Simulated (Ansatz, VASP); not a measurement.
Two plane-wave programs on Mg

INCAR

```
SYSTEM = Mg
PREC = Accurate
ENCUT = 520
EDIFF = 1E-7
ISMEAR = -1
SIGMA = 0.08
LREAL = .False.
LASPH = .True.
NELM = 60
ALGO = Normal
ISIF = 2
LWAVE = .False.
LCHARG = .False.
GGA = PE
NBANDS = 7
```

The input KPOINTS:

```
Automatic mesh
0
Gamma
  16 16 16
  0 0 0
```

The input POSCAR:

```
Mg
1.0
    0.0000000000      1.7949866579      1.7949866579
    1.7949866579      0.0000000000      1.7949866579
    1.7949866579      1.7949866579      0.0000000000
Mg
1
Direct
    0.0000000000      0.0000000000      0.0000000000
```

Input for Ansatz:

```yaml
crystal:
  lattice:
    - [0.0, 1.7949866579, 1.7949866579]
    - [1.7949866579, 0.0, 1.7949866579]
    - [1.7949866579, 1.7949866579, 0.0]
  atoms:
    - { symbol: Mg, position: [0.0, 0.0, 0.0] }
kpoints:
  mp_grid: { grid: [16, 16, 16] }
scf:
  occupations: { method: fermi_dirac, width: 0.08 }
hamiltonian:
  xc: pbe
  pseudopotentials: { kind: paw }
output:
  forces: true
  stress: true
  eigenvalues: true
  populations: true
```

Change from the starting cell: volume scaled by 0.5, PAW files.

Alike in both runs: task single point; functional PBE; k mesh 16 × 16 × 16; occupations fermi-dirac, width 0.08 eV; no spin polarisation.

```csv
,VASP,Ansatz
version,VASP 6.6.1,Ansatz 0.2.0
potentials or method,"VASP PAW PBE potentials, release 64 (Mg)","PAW with Ansatz's default frozen-core files, scalar-relativistic"
plane-wave cutoff (eV),520,420
valence electrons in the cell,2,10
```

|  | VASP | Ansatz | Ansatz less VASP |
| --- | --- | --- | --- |
| pressure (GPa) | 93.9 | 92.2 | -1.68 |

Both programs put the cell under a high pressure, so it lies far from rest at this level. The functional is the same, so the differences come from potentials, cutoffs and numerics. VASP's potentials hold 2 valence electrons a cell and Ansatz's 10, so a difference there can come from the potentials and not from the codes.

Noted on VASP's run: the cell as given lies far from equilibrium.
